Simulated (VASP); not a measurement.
# AlAs3 (P6_3/mmc) in VASP: notebook, part 2 of 2

VASP 6.6.1. The steps go on from the part before.

**3. Single point, PBE**

This run uses another cell than the first one, of 19.26 Å³/atom.

Input file INCAR:

```
SYSTEM = AlAs3
PREC = Accurate
ENCUT = 520
EDIFF = 1E-6
ISMEAR = 0
SIGMA = 0.1
LREAL = .False.
LASPH = .True.
NELM = 80
ALGO = Normal
ISIF = 2
LWAVE = .False.
LCHARG = .False.
GGA = PE
NBANDS = 28
```

Input file KPOINTS:

```
regular mesh
0
Gamma
  6 6 8
  0 0 0
```

Input file POSCAR:

```
AlAs3
1.0
    5.9537850903      0.0000000000      0.0000000000
   -2.9768925452      5.1561291369      0.0000000000
    0.0000000000      0.0000000000      5.0203914839
Al As
2 6
Direct
    0.3333333333      0.6666666667      0.2500000000
    0.6666666667      0.3333333333      0.7500000000
    0.8185253328      0.6370506656      0.2500000000
    0.1814746672      0.8185253328      0.7500000000
    0.3629493344      0.1814746672      0.2500000000
    0.1814746672      0.3629493344      0.7500000000
    0.8185253328      0.1814746672      0.2500000000
    0.6370506656      0.8185253328      0.7500000000
```

Potentials or basis: VASP PAW PBE potentials, release 64 (Al, As).

The run is started by

```console
> cat potpaw_PBE.64/Al/POTCAR potpaw_PBE.64/As/POTCAR > POTCAR
> mpirun -np 1 vasp_std > vasp.out
```

OUTCAR:

```text
SYSTEM = AlAs3
   PREC = Accurate
   ENCUT = 520
   EDIFF = 1E-6
   ISMEAR = 0
   LREAL = .False.
   LASPH = .True.
   NELM = 80
   ISIF = 2
   GGA = PE

 ion  position               nearest neighbor table
   1  0.333  0.667  0.250-   4 2.96   4 2.96   8 2.96   8 2.96   6 2.96   6 2.96   3 2.98   5 2.98
                             7 2.98   7 2.98   3 2.98   5 2.98
   2  0.667  0.333  0.750-   7 2.96   7 2.96   5 2.96   5 2.96   3 2.96   3 2.96   6 2.98   8 2.98
                             4 2.98   4 2.98   6 2.98   8 2.98
   3  0.819  0.637  0.250-   5 2.71   7 2.71   2 2.96   2 2.96   1 2.98   1 2.98
[... 965 lines left out ...]
  in kB        1.4653496      1.4653496      0.6478955     -0.0000000      0.0000000      0.0000000
  external PRESSURE =       1.1928649 kB  Pullay stress =       0.0000000 kB

 VOLUME and BASIS-vectors are now :
 -----------------------------------------------------------------------------
  energy-cutoff  :      520.00
  volume of cell :      154.12
      direct lattice vectors                 reciprocal lattice vectors
     5.953785090  0.000000000  0.000000000     0.167960379  0.096971970  0.000000000
    -2.976892545  5.156129137  0.000000000     0.000000000  0.193943940  0.000000000
     0.000000000  0.000000000  5.020391484     0.000000000  0.000000000  0.199187654

 POSITION                                       TOTAL-FORCE (eV/Angst)
 -----------------------------------------------------------------------------------
     -0.00000      3.43742      1.25510         0.000000     -0.000000      0.000000
      2.97689      1.71871      3.76529         0.000000     -0.000000      0.000000
      2.97689      3.28472      1.25510        -0.000000      0.021648     -0.000000
     -1.35620      4.22042      3.76529        -0.018748      0.010824      0.000000
      1.62069      0.93571      1.25510        -0.018748     -0.010824      0.000000
     -0.00000      1.87141      3.76529         0.000000     -0.021648      0.000000
      4.33309      0.93571      1.25510         0.018748     -0.010824      0.000000
      1.35620      4.22042      3.76529         0.018748      0.010824     -0.000000
 -----------------------------------------------------------------------------------
    total drift:                               -0.000000      0.000000      0.000000

  FREE ENERGIE OF THE ION-ELECTRON SYSTEM (eV)
  ---------------------------------------------------
  free  energy   TOTEN  =       -33.0937006789 eV

  energy  without entropy=      -33.0763581268  energy(sigma->0) =      -33.08502940
```

OSZICAR:

```text
N       E                     dE             d eps       ncg     rms          rms(c)
DAV:   1     0.117936424400E+03    0.11794E+03   -0.14093E+04  1960   0.108E+03
DAV:   2    -0.226574196519E+02   -0.14059E+03   -0.13450E+03  2432   0.160E+02
DAV:   3    -0.330436664785E+02   -0.10386E+02   -0.10144E+02  2472   0.418E+01
DAV:   4    -0.332104431267E+02   -0.16678E+00   -0.16599E+00  2404   0.555E+00
DAV:   5    -0.332123585443E+02   -0.19154E-02   -0.19149E-02  2516   0.643E-01    0.524E+00
DAV:   6    -0.331248267758E+02    0.87532E-01   -0.76125E-02  2224   0.116E+00    0.309E+00
DAV:   7    -0.330941786145E+02    0.30648E-01   -0.91148E-02  2164   0.124E+00    0.278E-01
DAV:   8    -0.330937061152E+02    0.47250E-03   -0.13754E-02  2148   0.492E-01    0.117E-01
DAV:   9    -0.330937216526E+02   -0.15537E-04   -0.79662E-04  2304   0.131E-01    0.844E-02
DAV:  10    -0.330937019471E+02    0.19705E-04   -0.57076E-05  2316   0.357E-02    0.207E-02
DAV:  11    -0.330937004485E+02    0.14986E-05   -0.12252E-05  2368   0.165E-02    0.639E-03
DAV:  12    -0.330937006789E+02   -0.23046E-06   -0.14274E-06  1436   0.517E-03
   1 F= -.33093701E+02 E0= -.33085029E+02  d E =-.173426E-01
```

Wall time 3.1 min (1 thread of AMD EPYC 7R43 (Zen 3), shared host); peak memory 0.31 GiB.

Results:

```yaml
Free_energy: -33.0937 eV
Pressure: 0.1 GPa
Largest_force: 0.022 eV/Å
Band_gap_on_the_k_mesh: zero (bands 18 and 19 overlap by 2.22 eV)
```

Forces in eV/Å, atoms in the order of the input:
```
Al   0.000  0.000  0.000
Al   0.000  0.000  0.000
As   0.000  0.022  0.000
As  -0.019  0.011  0.000
As  -0.019 -0.011  0.000
As   0.000 -0.022  0.000
As   0.019 -0.011  0.000
As   0.019  0.011  0.000
```

Stress tensor (GPa, compression positive):
```
0.15 0.00 0.00
0.00 0.15 0.00
0.00 0.00 0.06
```

**4. Relaxation of cell and atoms, PBE**

Input file INCAR:

```
  PREC = Accurate
  ENCUT = 600
  EDIFF = 1E-6
  ISMEAR = 0
  SIGMA = 0.1
  LREAL = False
  LASPH = True
  NELM = 80
  ALGO = Normal
  ISIF = 3
  LWAVE = False
  LCHARG = False
  GGA = PE
  IBRION = 2
  NSW = 100
  EDIFFG = -0.01
```

Input file KPOINTS:

```
regular mesh
0
Gamma
  6 6 8
```

Input file POSCAR:

```
AlAs3
1.0
    6.0911035892      0.0000000000      0.0000000000
   -3.0455517946      5.2750504453      0.0000000000
    0.0000000000      0.0000000000      4.8890504408
Al As
2 6
Direct
    0.3333333333      0.6666666667      0.2500000000
    0.6666666667      0.3333333333      0.7500000000
    0.8330000000      0.6660000000      0.2500000000
    0.1670000000      0.8330000000      0.7500000000
    0.3340000000      0.1670000000      0.2500000000
    0.1670000000      0.3340000000      0.7500000000
    0.8330000000      0.1670000000      0.2500000000
    0.6660000000      0.8330000000      0.7500000000
```

The run is started by

```console
> cat potpaw_PBE.64/Al/POTCAR potpaw_PBE.64/As/POTCAR > POTCAR
> mpirun -np 1 vasp_std > vasp.out
```

Wall time 39 min (1 thread of AMD EPYC 7R43 (Zen 3), shared host); peak memory 0.36 GiB.

Results (log left out):

```
Free energy                           : -33.0943 eV
Relaxed volume                        : 19.22 Å³/atom
Relaxed cell                          : a = 5.943 Å, b = 5.943 Å, c = 5.026 Å, α = 90.00°, β = 90.00°, γ = 120.00°
Space group after relaxing (to 0.1 Å) : P6_3/mmc (No. 194)
Energy gained by relaxing             : 36.0 meV/atom
Ionic steps                           : 20
Pressure after relaxing               : 0.0 GPa
Largest force after relaxing          : 0.006 eV/Å
Band gap on the k mesh                : zero (bands 18 and 19 overlap by 2.24 eV)
```

Forces on the atoms (eV/Å):
```
Al   0.000  0.000  0.000
Al   0.000  0.000  0.000
As   0.000 -0.006  0.000
As   0.005 -0.003  0.000
As   0.005  0.003  0.000
As   0.000  0.006  0.000
As  -0.005  0.003  0.000
As  -0.005 -0.003  0.000
```

Step by step:
```
step  energy change (eV)  largest force (eV/Å)  pressure (GPa)  volume (Å³)
   1              0.0000                0.2454           -3.13       157.09
   2             -0.1118                0.2903            0.76       148.51
   3             -0.1118                0.2905            0.83       148.37
   4             -0.1640                0.2706            0.86       148.27
   5             -0.2457                0.0311            1.97       147.81
   6             -0.2675                0.0626           -0.69       153.98
   7             -0.2714                0.0506            0.02       152.18
   8             -0.2742                0.0475           -0.04       152.27
   9             -0.2770                0.0519           -0.11       152.40
  10             -0.2825                0.0668           -0.19       152.65
  11             -0.2710                0.0888           -0.10       153.05
  12             -0.2832                0.0709           -0.19       152.73
  13             -0.2848                0.0206            0.39       151.97
  14             -0.2849                0.0308            0.27       152.12
  15             -0.2870                0.0118            0.18       152.80
  16             -0.2877                0.0061            0.13       153.41
  17             -0.2877                0.0086            0.12       153.49
  18             -0.2877                0.0218           -0.23       154.22
  19             -0.2879                0.0051           -0.04       153.82
  20             -0.2880                0.0060            0.00       153.75
```

Final structure:
```xyz
8
Lattice="5.9431 0.0000 0.0000 -2.9716 5.1469 0.0000 0.0000 0.0000 5.0264" Properties=species:S:1:pos:R:3 pbc="T T T"
Al    0.0000    3.4313    1.2566
Al    2.9716    1.7156    3.7698
As    2.9716    3.2888    1.2566
As   -1.3624    4.2179    3.7698
As    1.6091    0.9290    1.2566
As    0.0000    1.8581    3.7698
As    4.3340    0.9290    1.2566
As    1.3624    4.2179    3.7698
```

Levels at points of the mesh, in eV from the Fermi level:
| k point | band 15 | band 16 | band 17 | band 18 | band 19 | band 20 | band 21 | band 22 |
| --- | --- | --- | --- | --- | --- | --- | --- | --- |
| (0.00, 0.00, 0.00) | -2.06 | -1.66 | -1.63 | -1.56 | -0.50 | -0.50 | 1.08 | 2.28 |
| (0.50, 0.00, 0.00) | -2.21 | -2.13 | -2.13 | -0.96 | -0.01 | 0.12 | 1.13 | 1.60 |
| (0.00, 0.00, 0.50) | 0.18 | 0.18 | 1.62 | 1.62 | 1.62 | 1.62 | 2.29 | 2.29 |
| (0.50, 0.00, 0.50) | -1.81 | -1.81 | -0.42 | -0.42 | 0.60 | 0.60 | 1.51 | 1.51 |

**5. Summary**

| task | cell | k mesh | cutoff (eV) | gap on the mesh (eV) | pressure (GPa) | largest force (eV/Å) |
| --- | --- | --- | --- | --- | --- | --- |
| single point | a = 6.091, b = 6.091, c = 4.889 Å, angles 90.0, 90.0, 120.0°, 8 atoms, atomic positions A | 3 × 3 × 4 | 520 | none | -3.3 | 0.17 |
| single point | a = 5.954, b = 5.954, c = 5.020 Å, angles 90.0, 90.0, 120.0°, 8 atoms, atomic positions B | 6 × 6 × 8 | 520 | none | 0.1 | 0.02 |
| relaxation of cell and atoms | relaxed from a = 6.091, b = 6.091, c = 4.889 Å, angles 90.0, 90.0, 120.0°, 8 atoms, atomic positions A | 6 × 6 × 8 | 600 | none | 0.0 | 0.01 |

Alike in all rows: level PBE; potentials or basis VASP PAW PBE potentials, release 64 (Al, As); no spin polarisation; smearing gaussian 0.1 eV.

Caveats: some runs use coarse meshes.

Total energies depend on the potentials used, so only differences within one code and one set of settings carry meaning.
